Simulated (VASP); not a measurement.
# WS2 in VASP: dielectric tensor with PBEsol

Aim: the dielectric tensor of WS2 with PBEsol.

Everything below comes from runs of VASP 6.6.1. Logs are shortened: lines on timing, memory, paths and dates and some standing lists are left out, and cuts for length are marked.

## (1) The cell of the first run

The cell holds a slab with vacuum, 3 atoms: a = 3.184 Å, b = 3.184 Å, c = 16.951 Å, α = 90.00°, β = 90.00°, γ = 120.00°.

## (2) Dielectric tensor, PBEsol

Contents of INCAR:

```
PREC = Accurate
ENCUT = 520
EDIFF = 1E-8
ISMEAR = 0
SIGMA = 0.01
LREAL = F
LASPH = T
NELM = 60
ALGO = Normal
ISIF = 2
LWAVE = F
LCHARG = F
GGA = PS
LEPSILON = T
```

Contents of KPOINTS:

```
Automatic mesh
0
Gamma
  8 8 2
```

Contents of POSCAR:

```
WS2
1.0
    3.1835163552      0.0000000000      0.0000000000
   -1.5917581776      2.7570060369      0.0000000000
    0.0000000000      0.0000000000     16.9505778900
W S
1 2
Direct
    0.0000000000      0.0000000000      0.0000000000
    0.3333333333      0.6666666667      0.0920005100
    0.3333333333      0.6666666667      0.9079994900
```

Potentials or basis: VASP PAW PBE potentials, release 64 (W_sv, S).

Launch:

```console
$ cat potpaw_PBE.64/W_sv/POTCAR potpaw_PBE.64/S/POTCAR > POTCAR
$ mpirun -np 1 vasp_std > vasp.out
```

OUTCAR:

```text
PREC = Accurate
   ENCUT = 520
   EDIFF = 1E-8
   ISMEAR = 0
   LREAL = F
   LASPH = T
   NELM = 60
   ISIF = 2
   GGA = PS
   LEPSILON = T

 ion  position               nearest neighbor table
   1  0.000  0.000  0.000-   2 2.41   3 2.41   2 2.41   3 2.41   2 2.41   3 2.41
   2  0.333  0.667  0.092-   1 2.41   1 2.41   1 2.41
   3  0.333  0.667  0.908-   1 2.41   1 2.41   1 2.41

  LATTYP: Found a hexagonal cell.
 ALAT       =     3.1835163552
 C/A-ratio  =     5.3244827413

  Lattice vectors:

 A1 = (   3.1835163552,   0.0000000000,   0.0000000000)
 A2 = (  -1.5917581776,   2.7570060369,   0.0000000000)
 A3 = (   0.0000000000,   0.0000000000,  16.9505778900)

Analysis of symmetry for initial positions (statically):
=====================================================================
 Subroutine PRICEL returns:
 Original cell was already a primitive cell.

 Routine SETGRP: Setting up the symmetry group for a
 hexagonal supercell.

 Subroutine GETGRP returns: Found 12 space group operations
 (whereof 12 operations were pure point group operations)
 out of a pool of 24 trial point group operations.

The static configuration has the point symmetry D_3h.

Analysis of symmetry for dynamics (positions and initial velocities):
=====================================================================
 Subroutine PRICEL returns:
 Original cell was already a primitive cell.

 Routine SETGRP: Setting up the symmetry group for a
 hexagonal supercell.

 Subroutine GETGRP returns: Found 12 space group operations
 (whereof 12 operations were pure point group operations)
 out of a pool of 24 trial point group operations.

The dynamic configuration has the point symmetry D_3h.

 Subroutine INISYM returns: Found 12 space group operations
 (whereof 12 operations are pure point group operations),
 and found     1 'primitive' translations

----------------------------------------------------------------------------------------

                                     Primitive cell

  volume of cell :     148.7748

  direct lattice vectors                    reciprocal lattice vectors
     3.183516355  0.000000000  0.000000000     0.314118066  0.181356150  0.000000000
    -1.591758178  2.757006037  0.000000000     0.000000000  0.362712300  0.000000000
[... 552 lines left out ...]
     -0.00000      1.83800      1.55946        -0.000000      0.000000     -0.103425
     -0.00000      1.83800     15.39112        -0.000000      0.000000      0.103425
 -----------------------------------------------------------------------------------
    total drift:                                0.000000     -0.000000     -0.000000

  FREE ENERGIE OF THE ION-ELECTRON SYSTEM (eV)
  ---------------------------------------------------
  free  energy   TOTEN  =       -25.2352572048 eV

  energy  without entropy=      -25.2352572048  energy(sigma->0) =      -25.23525720

 HEAD OF MICROSCOPIC STATIC DIELECTRIC TENSOR (INDEPENDENT PARTICLE, excluding Hartree and local field effects)
 ------------------------------------------------------
           5.900446    -0.000000     0.000000
          -0.000000     5.900446     0.000000
           0.000000     0.000000     3.515998
 ------------------------------------------------------

 Free energy of the ion-electron system (eV)
  ---------------------------------------------------
  ---------------------------------------------------
  free energy    TOTEN  =        -2.01180087 eV

  energy without entropy =       -2.01180087

------------------------ aborting loop because EDIFF is reached ----------------------------------------

--------------------------------------- Ionic step        2  -------------------------------------------

------------------------ aborting loop because EDIFF is reached ----------------------------------------

--------------------------------------- Ionic step        3  -------------------------------------------

 Free energy of the ion-electron system (eV)
  ---------------------------------------------------
  ---------------------------------------------------
  free energy    TOTEN  =        -0.18552185 eV

  energy without entropy =       -0.18552185

------------------------ aborting loop because EDIFF is reached ----------------------------------------

 PIEZOELECTRIC TENSOR FIELD DIRECTION 3  (e Angst)
 -----------------------------------------------------------------------------
    -0.00000 -0.00000 -0.00000           ( -0.00000  0.00000 -0.00000)
    -0.00000 -0.00000  0.00000           (  0.00000 -0.00000  0.00000)
    -0.00000 -0.00000  0.00000           (  0.00000 -0.00000 -0.00000)

 PIEZOELECTRIC TENSOR FIELD DIRECTION 3  (C/m^2)
 -----------------------------------------------------------------------------
    -0.00000 -0.00000 -0.00000
    -0.00000 -0.00000  0.00000
    -0.00000 -0.00000  0.00000

 MACROSCOPIC STATIC DIELECTRIC TENSOR (including local field effects in DFT)
 ------------------------------------------------------
           5.628808     0.000000     0.000000
          -0.000000     5.628808     0.000000
          -0.000000     0.000000     1.427438
 ------------------------------------------------------

 PIEZOELECTRIC TENSOR (including local field effects)  for field in x, y, z        (e  Angst)
          XX          YY          ZZ          XY          YZ          ZX
  --------------------------------------------------------------------------------
  x     0.00000     0.00000     0.00000     1.27058     0.00000     0.00000
  y     1.27058    -1.27058    -0.00000     0.00000     0.00000     0.00000
  z     0.00000     0.00000     0.00000     0.00000    -0.00000     0.00000

 PIEZOELECTRIC TENSOR (including local field effects)  for field in x, y, z        (C/m^2)
          XX          YY          ZZ          XY          YZ          ZX
  --------------------------------------------------------------------------------
  x     0.00000     0.00000     0.00000     0.13683     0.00000     0.00000
  y     0.13683    -0.13683    -0.00000     0.00000     0.00000     0.00000
  z     0.00000     0.00000     0.00000     0.00000    -0.00000     0.00000

 BORN EFFECTIVE CHARGES (including local field effects) (in |e|, cummulative output)
 ---------------------------------------------------------------------------------
 ion    1
    1    -0.56301     0.00000     0.00000
    2     0.00000    -0.56301     0.00000
    3     0.00000    -0.00000    -0.09531
 ion    2
    1     0.28151     0.00000     0.00000
    2     0.00000     0.28151     0.00000
    3     0.00000    -0.00000     0.04766
 ion    3
    1     0.28151     0.00000     0.00000
    2     0.00000     0.28151     0.00000
    3     0.00000     0.00000     0.04766
```

OSZICAR:

```text
N       E                     dE             d eps       ncg     rms          rms(c)
DAV:   1     0.177690871816E+03    0.17769E+03   -0.12465E+04   832   0.130E+03
[... 12 lines left out ...]
RMM:  15    -0.185502876427E+00   -0.16212E-04    0.98778E-06  1294   0.485E-03    0.302E-03
RMM:  16    -0.185514788286E+00   -0.11912E-04   -0.40232E-05  1207   0.162E-03    0.860E-04
RMM:  17    -0.185522692591E+00   -0.79043E-05    0.23092E-06  1217   0.114E-03    0.212E-04
RMM:  18    -0.185522311148E+00    0.38144E-06   -0.88916E-06  1110   0.335E-04    0.381E-04
RMM:  19    -0.185522060470E+00    0.25068E-06   -0.22785E-06  1107   0.200E-04    0.677E-05
RMM:  20    -0.185522180213E+00   -0.11974E-06    0.12986E-06  1014   0.127E-04    0.327E-05
RMM:  21    -0.185522019391E+00    0.16082E-06   -0.50342E-08   373   0.532E-05    0.193E-05
RMM:  22    -0.185521847992E+00    0.17140E-06    0.18635E-07   374   0.565E-05    0.597E-06
```

stdout:

```text
POSCAR found type information on POSCAR W S
 POSCAR found :  2 types and       3 ions
 scaLAPACK will be used
 -----------------------------------------------------------------------------
|                                                                             |
|                                                                             |
|     You enforced a specific xc type in the INCAR file but a different       |
[... 28 lines left out ...]
  Direction:   1
 dielectric tensor                  component  1 :     5.629    -0.002    -0.000
 Linear response to external field, progress :
  Direction:   2
 dielectric tensor                  component  2 :    -0.062     5.629     0.000
 Linear response to external field, progress :
  Direction:   3
 dielectric tensor                  component  3 :     0.000    -0.000     1.427
 Born effective charges drift removed
```

Wall time 11 min (1 thread of Intel Xeon Platinum 8259CL at 2.50GHz (Skylake/Cascade Lake), shared host); peak memory 0.56 GiB.

What came out:

```yaml
Band_gap_on_the_k_mesh: 2.07 eV (least direct gap 2.25 eV)
Electronic_dielectric_tensor_diagonal: 5.63, 5.63, 1.43
Born_charges_mean_of_the_diagonal: W -0.41; S +0.20 e
```

Electronic dielectric tensor:
```
5.63 0.00 0.00
0.00 5.63 0.00
0.00 0.00 1.43
```

Born effective charge tensors (e):
atom 1, W
```
-0.56  0.00  0.00
 0.00 -0.56  0.00
 0.00  0.00 -0.10
```
atom 2, S
```
0.28 0.00 0.00
0.00 0.28 0.00
0.00 0.00 0.05
```
atom 3, S
```
0.28 0.00 0.00
0.00 0.28 0.00
0.00 0.00 0.05
```

Caveat: there is no dipole correction, which matters where the two faces differ; spin-orbit coupling is left out, which moves the levels of the heavy elements.
